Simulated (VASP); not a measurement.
Wanted: the native input for a VASP 6.6.1 run.

- Task: single point
- Functional: PBE
- Potentials or basis: VASP PAW PBE potentials, release 64 (H_h, Pb_d, N_h, O_h)
- Cutoff: 1340 eV
- k mesh: 5 × 5 × 3
- Occupations: fermi-dirac, width 0.05 eV
- Spin: no spin polarisation
- Dipole correction: no
- Further INCAR settings: ALGO = Normal; EDIFF = 1e-06; NBANDS = 31

The structure of HPbNO4 lies in POSCAR:

```
HPbNO4
1.0
    4.1992300000      0.1111700000      0.1681700000
    1.9160000000      3.8913200000      0.1256800000
    1.7608500000      1.2525900000      6.3726600000
H Pb N O
1 1 1 4
Direct
    0.8914500000      0.6820200000      0.6279600000
    0.1442600000      0.9287200000      0.8835200000
    0.2567000000      0.2886100000      0.3017100000
    0.8310800000      0.6505600000      0.7840500000
    0.3869400000      0.2238000000      0.1129500000
    0.3110400000      0.0357600000      0.4585600000
    0.0772600000      0.6063300000      0.3227500000
```

One way to write it, as run:

INCAR

```
PREC = Accurate ; ENCUT = 1340
EDIFF = 1E-6 ; ISMEAR = -1
SIGMA = 0.05 ; LREAL = False
LASPH = True ; NELM = 120
ALGO = Normal ; ISIF = 2
LWAVE = False ; LCHARG = False
GGA = PE ; NBANDS = 31
GGA_COMPAT = False
```

KPOINTS

```
regular mesh
0
Gamma
  5 5 3
```

Potentials or basis: VASP PAW PBE potentials, release 64 (H_h, Pb_d, N_h, O_h).

Launch:

```bash
$ cat potpaw_PBE.64/H_h/POTCAR potpaw_PBE.64/Pb_d/POTCAR potpaw_PBE.64/N_h/POTCAR potpaw_PBE.64/O_h/POTCAR > POTCAR
$ mpirun -np 1 vasp_std > vasp.out
```

Results of the run:

```
Pressure               : -0.2 GPa
Largest force          : 0.006 eV/Å
Band gap on the k mesh : 2.88 eV (least direct gap 2.88 eV)
```

Caveat: spin-orbit coupling is left out, which moves the levels of the heavy elements.

Run time: 12 min on 1 thread of AMD EPYC 7R32 (Zen 2), with other jobs on the host, peak memory 0.75 GiB.
